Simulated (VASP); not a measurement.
# TiAl3 (Amm2) in VASP: single point with LDA

Aim: the single point of TiAl3 with LDA.

Everything below comes from runs of VASP 6.6.1. Logs are shortened: lines on timing, memory, paths and dates and some standing lists are left out, and cuts for length are marked.

### Step 1. The cell of the first run

It takes space group Amm2 (No. 38, orthorhombic). Conventional cell: a = 3.911 Å, b = 7.821 Å, c = 7.821 Å, α = 90.00°, β = 90.00°, γ = 90.00°. Ti (site symmetry m) has 12 Al at 2.75 to 2.79 Å within 3.6 Å. Al (site symmetry mm2) has 8 Al at 2.51 to 3.02 Å and 4 Ti at 2.79 Å within 3.3 Å. Al (site symmetry mm2) has 8 Al at 2.51 to 3.02 Å and 4 Ti at 2.75 Å within 3.3 Å. Al (site symmetry m) has 8 Al at 2.51 to 3.02 Å and 4 Ti at 2.77 Å within 3.3 Å. Al (site symmetry mm2) has 8 Al at 2.63 to 2.65 Å and 4 Ti at 2.76 to 2.77 Å within 3.5 Å. Al (site symmetry mm2) has 4 Ti at 2.76 to 2.77 Å and 8 Al at 2.88 to 2.91 Å within 3.6 Å.

### Step 2. Single point, LDA (atoms displaced along a vibrational mode)

File INCAR:

```
PREC = Accurate ; ENCUT = 520
EDIFF = 1E-6 ; ISMEAR = 0
SIGMA = 0.15 ; LREAL = F
LASPH = T ; NELM = 100
ALGO = Fast ; ISIF = 2
LWAVE = F ; LCHARG = F
NBANDS = 31
```

File KPOINTS:

```
regular mesh
0
Gamma
  10 8 8
```

File POSCAR:

```
TiAl3
1.0
   -3.9105245017      0.0000000000      0.0000000000
    0.0000000000      3.9105245017      3.9105245017
    0.0000000000      3.9105245017     -3.9105245017
Ti Al
2 6
Direct
    0.0000000000      0.4966500657      0.4966500657
    0.0000000000      0.0033499343      0.0033499343
    0.5000000000      0.7269851845      0.7730148155
    0.5000000000      0.2730148155      0.2269851845
    0.5000000000      0.7269851845      0.2269851845
    0.5000000000      0.2730148155      0.7730148155
    0.0000000000      0.5022556762     -0.0022556762
    0.0000000000     -0.0022556762      0.5022556762
```

Potentials or basis: VASP PAW LDA potentials, release 64 (Ti_sv, Al).

Command:

```
> cat potpaw_LDA.64/Ti_sv/POTCAR potpaw_LDA.64/Al/POTCAR > POTCAR
> mpirun -np 1 vasp_std > vasp.out
```

OUTCAR:

```text
PREC = Accurate
   ENCUT = 520
   EDIFF = 1E-6
   ISMEAR = 0
   LREAL = F
   LASPH = T
   NELM = 100
   ISIF = 2

 ion  position               nearest neighbor table
   1  0.000  0.497  0.497-   4 2.75   4 2.75   8 2.76   7 2.76   5 2.77   5 2.77   8 2.77   7 2.77
                             6 2.77   6 2.77   3 2.79   3 2.79
   2  0.000  0.003  0.003-   4 2.75   4 2.75   8 2.76   7 2.76   6 2.77   6 2.77   8 2.77   7 2.77
                             5 2.77   5 2.77   3 2.79   3 2.79
   3  0.500  0.727  0.773-   5 2.51   6 2.51   7 2.63   7 2.63   1 2.79   1 2.79   2 2.79   2 2.79
                             8 2.88   8 2.88   6 3.02   5 3.02
   4  0.500  0.273  0.227-   5 2.51   6 2.51   7 2.65   7 2.65   1 2.75   1 2.75   2 2.75   2 2.75
                             8 2.91   8 2.91   6 3.02   5 3.02
   5  0.500  0.727  0.227-   3 2.51   4 2.51   7 2.64   7 2.64   1 2.77   1 2.77   2 2.77   2 2.77
                             8 2.90   8 2.90   4 3.02   3 3.02
   6  0.500  0.273  0.773-   3 2.51   4 2.51   7 2.64   7 2.64   2 2.77   2 2.77   1 2.77   1 2.77
                             8 2.90   8 2.90   4 3.02   3 3.02
   7  0.000  0.502  0.998-   3 2.63   3 2.63   6 2.64   5 2.64   5 2.64   6 2.64   4 2.65   4 2.65
                             1 2.76   2 2.76   2 2.77   1 2.77
   8  0.000  0.998  0.502-   1 2.76   2 2.76   2 2.77   1 2.77   3 2.88   3 2.88   5 2.90   6 2.90
                             5 2.90   6 2.90   4 2.91   4 2.91

  LATTYP: Found a simple tetragonal cell.
 ALAT       =     5.5303167863
 C/A-ratio  =     0.7071067812

  Lattice vectors:

 A1 = (   0.0000000000,   3.9105245017,   3.9105245017)
 A2 = (   0.0000000000,   3.9105245017,  -3.9105245017)
 A3 = (  -3.9105245017,   0.0000000000,   0.0000000000)

Analysis of symmetry for initial positions (statically):
=====================================================================
 Subroutine PRICEL returns:
 Original cell was already a primitive cell.

 Routine SETGRP: Setting up the symmetry group for a
 simple tetragonal supercell.

 Subroutine GETGRP returns: Found  4 space group operations
 (whereof  2 operations were pure point group operations)
 out of a pool of 16 trial point group operations.

The static configuration has the point symmetry C_1h.
 The point group associated with its full space group is C_2v.

Analysis of symmetry for dynamics (positions and initial velocities):
=====================================================================
 Subroutine PRICEL returns:
 Original cell was already a primitive cell.

 Routine SETGRP: Setting up the symmetry group for a
 simple tetragonal supercell.

 Subroutine GETGRP returns: Found  4 space group operations
[... 126 lines left out ...]
   PSTRESS=    0.0 pullay stress
   NELECT =      42.0000    total number of electrons
   NUPDOWN=      -1.0000    fix difference up-down
   EMIN   =  10.00;   EMAX   =-10.00  energy-range for DOS
   EFERMI =   0.00;   METHOD = LEGACY
   ISMEAR =     0;   SIGMA  =   0.15  broadening in eV -4-tet -1-fermi 0-gaus
   EFERMI_NEDOS =   21; number of points for ismear=-14 and -15
   IALGO  =     68    algorithm
   IMIX   =      4    mixing-type and parameters
     AMIX     =   0.40;   BMIX     =  1.00
     AMIX_MAG =   1.60;   BMIX_MAG =  1.00
  volume/ion in A,a.u.               =      14.95       100.89
  Fermi-wavevector in a.u.,A,eV,Ry     =   1.154994  2.182621 18.150311  1.334010
  Thomas-Fermi vector in A             =   2.291626
   LORBIT       =      0    0 simple, 1 ext, 2 COOP (PROOUT), +10 PAW based schemes
   GGA     = CA    functional components
   LHFCALC =     F    Hartree Fock is set to
   AEXX    =    0.0000 exact exchange contribution
   IVDW    =     0    specifies the selected vdW correction
   LEPSILON=     F    determine dielectric tensor
   LRPA    =     F    only Hartree local field effects (RPA)
 non-spin polarized calculation
 RMM-DIIS sequential band-by-band and
 Gauss-broadening in eV      SIGMA  =   0.15
  energy-cutoff  :      520.00
  volume of cell :      119.60
 maximum number of plane-waves:      3262
 NGX is ok and might be reduce to    30
   NGX = 15   NGY = 21   NGZ = 21

 number of electron      42.0000001 magnetization

 Free energy of the ion-electron system (eV)
  ---------------------------------------------------
  ext. energy  EPLUGINS =         0.00000000
  ---------------------------------------------------
  free energy    TOTEN  =       -44.79795304 eV

  energy without entropy =      -44.75458255  energy(sigma->0) =      -44.77626779

 E-fermi :   9.1923     XC(G=0): -11.1500

 val. band max:        9.1831602175   @ k =   0.0000   0.2500   0.1250
 cond. band min:       9.1929515783   @ k =   0.5000   0.5000   0.1250
 fundamental gap:      0.0097913607
 Fermi energy:         9.1923378696

 k-point     1 :       0.0000    0.0000    0.0000
  band No.  band energies     occupation
      1     -46.9522      2.00000
      2     -46.9501      2.00000
      3     -23.6693      2.00000
      4     -23.6689      2.00000
      5     -23.6595      2.00000
      6     -23.6560      2.00000
[... 805 lines left out ...]
     30      12.0442      0.00000
     31      12.7344      0.00000

 [... further k-points ...]

------------------------ aborting loop because EDIFF is reached ----------------------------------------

  FORCE on cell =-STRESS in cart. coord.  units (eV):
  Direction    XX          YY          ZZ          XY          YZ          ZX
  --------------------------------------------------------------------------------------
  -------------------------------------------------------------------------------------
  Total        0.9881069      2.5440300      2.4996918      0.0000000      0.0000000      0.0000000
  in kB       13.2366927     34.0798584     33.4859029      0.0000000      0.0000000      0.0000000
  external PRESSURE =      26.9341513 kB  Pullay stress =       0.0000000 kB

 VOLUME and BASIS-vectors are now :
 -----------------------------------------------------------------------------
  energy-cutoff  :      520.00
  volume of cell :      119.60
      direct lattice vectors                 reciprocal lattice vectors
    -3.910524502  0.000000000  0.000000000    -0.255720172  0.000000000  0.000000000
     0.000000000  3.910524502  3.910524502     0.000000000  0.127860086  0.127860086
     0.000000000  3.910524502 -3.910524502     0.000000000  0.127860086 -0.127860086

 POSITION                                       TOTAL-FORCE (eV/Angst)
 -----------------------------------------------------------------------------------
      0.00000      3.88432      0.00000         0.000000      0.154263     -0.019553
      0.00000      0.02620      0.00000         0.000000     -0.154263     -0.019553
     -1.95526      5.86579     -0.18000         0.000000      0.000000      1.845120
     -1.95526      1.95526      0.18000         0.000000      0.000000     -1.793965
     -1.95526      3.73052      1.95526         0.000000      1.819166      0.009123
     -1.95526      4.09052     -1.95526         0.000000     -1.819166      0.009123
      0.00000      5.86579     -1.93762         0.000000      0.000000     -0.072790
      0.00000      5.86579      1.93762         0.000000      0.000000      0.042495
 -----------------------------------------------------------------------------------
    total drift:                               -0.000000      0.000000      0.000073

  FREE ENERGIE OF THE ION-ELECTRON SYSTEM (eV)
  ---------------------------------------------------
  free  energy   TOTEN  =       -44.7979530354 eV

  energy  without entropy=      -44.7545825536  energy(sigma->0) =      -44.77626779
```

OSZICAR:

```text
N       E                     dE             d eps       ncg     rms          rms(c)
DAV:   1     0.337885523471E+03    0.33789E+03   -0.18372E+04  7820   0.131E+03
DAV:   2    -0.131052231120E+02   -0.35099E+03   -0.34061E+03  7973   0.371E+02
DAV:   3    -0.465073991882E+02   -0.33402E+02   -0.32491E+02 12766   0.101E+02
[... 26 lines left out ...]
RMM:  30    -0.447979492727E+02   -0.15309E-05   -0.19444E-05  8433   0.124E-02    0.169E-03
RMM:  31    -0.447979508900E+02   -0.16172E-05   -0.19726E-05  7671   0.110E-02    0.291E-04
RMM:  32    -0.447979517569E+02   -0.86697E-06   -0.11874E-05  7302   0.100E-02    0.645E-04
RMM:  33    -0.447979525439E+02   -0.78695E-06   -0.10812E-05  7033   0.959E-03    0.849E-04
RMM:  34    -0.447979530354E+02   -0.49156E-06   -0.78979E-06  6964   0.922E-03
   1 F= -.44797953E+02 E0= -.44776268E+02  d E =-.433705E-01
```

stdout:

```text
POSCAR found type information on POSCAR TiAl
 POSCAR found :  2 types and       8 ions
 scaLAPACK will be used
 LDA part: xc-table for (Slater(with rela. corr.)+CA(PZ))
 , standard interpolation
 POSCAR, INCAR and KPOINTS ok, starting setup
 FFT: planning ... GRIDC
 FFT: planning ... GRID_SOFT
 FFT: planning ... GRID
 WAVECAR not read
 entering main loop
WARNING in EDDRMM: call to ZHEGV failed, returncode =   8  4     22
WARNING in EDDRMM: call to ZHEGV failed, returncode =   6  3     14
WARNING in EDDRMM: call to ZHEGV failed, returncode =   6  3     11
WARNING in EDDRMM: call to ZHEGV failed, returncode =   6  3     11
WARNING in EDDRMM: call to ZHEGV failed, returncode =   6  3     28
WARNING in EDDRMM: call to ZHEGV failed, returncode =   8  4     28
WARNING in EDDRMM: call to ZHEGV failed, returncode =   8  4     28
WARNING in EDDRMM: call to ZHEGV failed, returncode =   6  3     10
WARNING in EDDRMM: call to ZHEGV failed, returncode =   8  4     28
WARNING in EDDRMM: call to ZHEGV failed, returncode =   6  3     12
WARNING in EDDRMM: call to ZHEGV failed, returncode =   6  3     10
WARNING in EDDRMM: call to ZHEGV failed, returncode =   8  4     26
WARNING in EDDRMM: call to ZHEGV failed, returncode =   6  3     29
```

It took 9.9 min on 1 thread of Intel Xeon 6975P-C (Granite Rapids), shared host; peak memory 0.46 GiB.

What came out:

| Item | Value |
| --- | --- |
| Free energy | -44.7980 eV |
| Pressure | 2.7 GPa |
| Largest force | 1.845 eV/Å |
| Band gap on the k mesh | zero (bands 21 and 22 overlap by 0.54 eV) |

Forces in eV/Å, atoms in the order of the input:
```
Ti   0.000  0.154 -0.020
Ti   0.000 -0.154 -0.020
Al   0.000  0.000  1.845
Al   0.000  0.000 -1.794
Al   0.000  1.819  0.009
Al   0.000 -1.819  0.009
Al   0.000  0.000 -0.073
Al   0.000  0.000  0.042
```

Caveat: the cell differs from its parent crystal (atoms displaced along a vibrational mode); forces of over 1 eV/Å act on the atoms, so gaps and moduli don't describe the material at rest.
